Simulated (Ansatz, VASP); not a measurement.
One calculation of GaN, two programs

File POSCAR:

```
GaN
1.0
    0.0750611330      2.0992357579      2.0992357579
    2.0992357579      0.0750611330      2.0992357579
    2.0992357579      2.0992357579      0.0750611330
Ga N
1 1
Direct
    0.0000000000      0.0000000000      0.0000000000
    0.5000000000      0.5000000000      0.5000000000
```

File INCAR.step1:

```
SYSTEM = GaN
  ALGO = Normal
  EDIFF = 1E-4
  ENCUT = 520
  GGA = PE
  GGA_COMPAT = .False.
  ISMEAR = -1
  LASPH = .True.
  LCHARG = .False.
  LREAL = .False.
  LSORBIT = .True.
  LWAVE = .True.
  MAGMOM = 0 0 0 0 0 0
  NBANDS = 30
  NELM = 150
  PREC = Accurate
  SIGMA = 0.02
```

Contents of INCAR.step2:

```
SYSTEM = GaN
  ALGO = Normal
  EDIFF = 1E-7
  ENCUT = 520
  GGA_COMPAT = .False.
  ISIF = 2
  ISMEAR = -1
  ISTART = 1
  LASPH = .True.
  LCHARG = .False.
  LMIXTAU = .True.
  LORBIT = 11
  LORBMOM = .True.
  LREAL = .False.
  LSORBIT = .True.
  LWAVE = .False.
  MAGMOM = 0 0 0 0 0 0
  METAGGA = R2SCAN
  NBANDS = 30
  NELM = 150
  PREC = Accurate
  SIGMA = 0.02
```

File KPOINTS:

```
k-points
0
Gamma
  10 10 10
  0 0 0
```

Input for Ansatz:

```yaml
crystal:
  lattice:
    - [0.075061133, 2.0992357579, 2.0992357579]
    - [2.0992357579, 0.075061133, 2.0992357579]
    - [2.0992357579, 2.0992357579, 0.075061133]
  atoms:
    - { symbol: Ga, position: [0.0, 0.0, 0.0] }
    - { symbol: "N", position: [0.5, 0.5, 0.5] }
kpoints:
  mp_grid: { grid: [10, 10, 10] }
  band_path:
    path:
      - [0.0, 0.0, 0.0]
      - [0.5, 0.0, 0.5]
      - [0.625, 0.25, 0.625]
      - [0.375, 0.375, 0.75]
      - [0.5, 0.5, 0.5]
      - [0.5, 0.25, 0.75]
      - [0.221354, 0.221354, 0.356771]
      - [0.0, 0.5, 0.5]
    npoints: 1
hamiltonian:
  xc: r2scan
scf:
  occupations: { method: fermi_dirac, width: 0.02 }
  n_extra_bands: 8
magnetization:
  noncollinear: true
  spin_orbit: true
output:
  forces: true
  stress: true
  eigenvalues: true
```

Change from the starting cell: epitaxial_111 strain -4.0%.

Alike in both runs: task single point; functional r2SCAN; k mesh 10 × 10 × 10; occupations fermi-dirac, width 0.02 eV; non-collinear spin, spin-orbit coupling.

|  | VASP | Ansatz |
| --- | --- | --- |
| version | VASP 6.6.1 | Ansatz 0.2.0 |
| potentials or method | VASP PAW PBE potentials, release 64 (Ga_d, N) | plane waves, PAW |
| plane-wave cutoff (eV) | 520 | 500 |
| valence electrons in the cell | 18 | 18 |

|  | VASP | Ansatz | Ansatz less VASP |
| --- | --- | --- | --- |
| pressure (GPa) | 21.1 | 19.5 | -1.59 |
| traceless stress, the component that is largest in VASP (GPa) | -9.71 | -9.78 | -0.067 |
| net moment per atom (μB) | 0.00 | 0.00 | 0.000 |

VASP's potentials were made for PBE, not for r2SCAN.
